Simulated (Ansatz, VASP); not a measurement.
# LaTa3O in VASP and in Ansatz

Contents of INCAR:

```
  PREC = Accurate
  ENCUT = 520
  EDIFF = 1E-6
  ISMEAR = 0
  SIGMA = 0.1
  LREAL = False
  LASPH = True
  NELM = 60
  ALGO = Normal
  ISIF = 2
  LWAVE = False
  LCHARG = False
  GGA = PE
  NBANDS = 33
```

KPOINTS

```
regular mesh
0
Gamma
  6 6 4
```

File POSCAR:

```
LaTa3O
1.0
    4.7220632500      0.0000000000      0.0000000000
   -2.3610316300      4.0894267300      0.0000000000
    0.0000000000      0.0000000000      5.7452557200
La Ta O
1 3 1
Direct
    0.0000000000      0.0000000000      0.5000000000
    0.5000000000      0.0000000000      0.0000000000
    0.0000000000      0.5000000000      0.0000000000
    0.5000000000      0.5000000000      0.0000000000
    0.0000000000      0.0000000000      0.0000000000
```

Input for Ansatz:

```yaml
crystal:
  lattice:
    - [4.72206325, 0.0, 0.0]
    - [-2.36103163, 4.08942673, 0.0]
    - [0.0, 0.0, 5.74525572]
  atoms:
    - { symbol: La, position: [0.0, 0.0, 0.5] }
    - { symbol: Ta, position: [0.5, 0.0, 0.0] }
    - { symbol: Ta, position: [0.0, 0.5, 0.0] }
    - { symbol: Ta, position: [0.5, 0.5, 0.0] }
    - { symbol: O, position: [0.0, 0.0, 0.0] }
basis:
  ecutwfc: 420
kpoints:
  mp_grid: { grid: [6, 6, 4] }
hamiltonian:
  xc: pbe
scf:
  occupations: { method: gaussian, width: 0.1 }
  lower_state_search: "off"
output:
  forces: true
  stress: true
  eigenvalues: true
```

Alike in both runs: task single point; functional PBE; k mesh 6 × 6 × 4; occupations gaussian, width 0.1 eV; no spin polarisation.

|  | VASP | Ansatz |
| --- | --- | --- |
| version | VASP 6.6.1 | Ansatz 0.2.0 |
| potentials or method | VASP PAW PBE potentials, release 64 (La, Ta_pv, O), cutoff 520 eV | scalar-relativistic, plane waves, PAW |
| valence electrons in the cell | 50 | 56 |

|  | VASP | Ansatz | Ansatz less VASP |
| --- | --- | --- | --- |
| gap on the k mesh at the Fermi level (eV) | none | none | - |
| pressure (GPa) | 20.4 | 19.8 | -0.58 |
| traceless stress, the component that is largest in VASP (GPa) | -29.27 | -28.61 | +0.663 |

A gap of «none» marks a metal or a gap that the smearing closes. VASP's potentials hold 50 valence electrons a cell and Ansatz's 56, so a difference there can come from the potentials and not from the codes.

Neither program's run includes spin-orbit coupling.
